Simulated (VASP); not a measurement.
Ba2LuRuN6: single point with LDA

The system is Ba2LuRuN6.

```
CELL_PARAMETERS angstrom
0.00000 4.20074 4.20074
4.20074 0.00000 4.20074
4.20074 4.20074 0.00000
ATOMIC_POSITIONS crystal
Lu 0.00000 0.00000 0.00000
N 0.73690 0.26310 0.26310
N 0.26310 0.73690 0.26310
N 0.26310 0.73690 0.73690
N 0.73690 0.26310 0.73690
N 0.26310 0.26310 0.73690
N 0.73690 0.73690 0.26310
Ru 0.50000 0.50000 0.50000
Ba 0.25000 0.25000 0.25000
Ba 0.75000 0.75000 0.75000
```

```yaml
Program: VASP 6.6.1
Task: single point
Functional: LDA
Potentials_or_basis: VASP PAW PBE potentials, release 64 (Lu, N, Ru_sv, Ba_sv)
Cutoff: 700 eV
k_mesh: 4 × 4 × 4
Occupations: fermi-dirac, width 0.1 eV
Spin: no spin polarisation
Dipole_correction: no
Further_INCAR_settings: ALGO = Normal; EDIFF = 1e-06; NBANDS = 56
```

```yaml
Pressure: -7.4 GPa
Largest_force: 0.971 eV/Å
Band_gap_on_the_k_mesh: zero (an odd number of electrons rules out a gap without spin polarisation)
```

Forces in eV/Å, atoms in the order of the input:
```
Lu   0.000  0.000  0.000
N    0.971  0.000  0.000
N    0.000  0.971  0.000
N   -0.971  0.000  0.000
N    0.000 -0.971  0.000
N    0.000  0.000  0.971
N    0.000  0.000 -0.971
Ru   0.000  0.000  0.000
Ba   0.000  0.000  0.000
Ba   0.000  0.000  0.000
```

Levels at points of the mesh, in eV from the Fermi level:
| k point | band 42 | band 43 | band 44 | band 45 | band 46 | band 47 | band 48 | band 49 |
| --- | --- | --- | --- | --- | --- | --- | --- | --- |
| (0.00, 0.00, 0.00) | 0.04 | 0.04 | 0.04 | 0.49 | 0.49 | 0.49 | 0.62 | 0.62 |
| (0.50, 0.00, 0.00) | -0.35 | -0.35 | -0.27 | -0.26 | -0.26 | 0.14 | 0.47 | 0.80 |
| (0.50, 0.50, 0.00) | -0.82 | -0.66 | -0.66 | -0.65 | 0.07 | 0.07 | 0.49 | 1.20 |

Wall time 3.9 min on 1 thread of AMD EPYC 9R45 96-Core Processor (Zen 5) (shared host), peak memory 0.35 GiB.

Caveat: the cell stands under tension; the PAW data sets were made with another functional, which shifts forces and pressure a little; spin-orbit coupling is left out, which moves the levels of the heavy elements; an odd number of electrons without spin polarisation forces a metal; a magnetic or distorted state may lie lower.
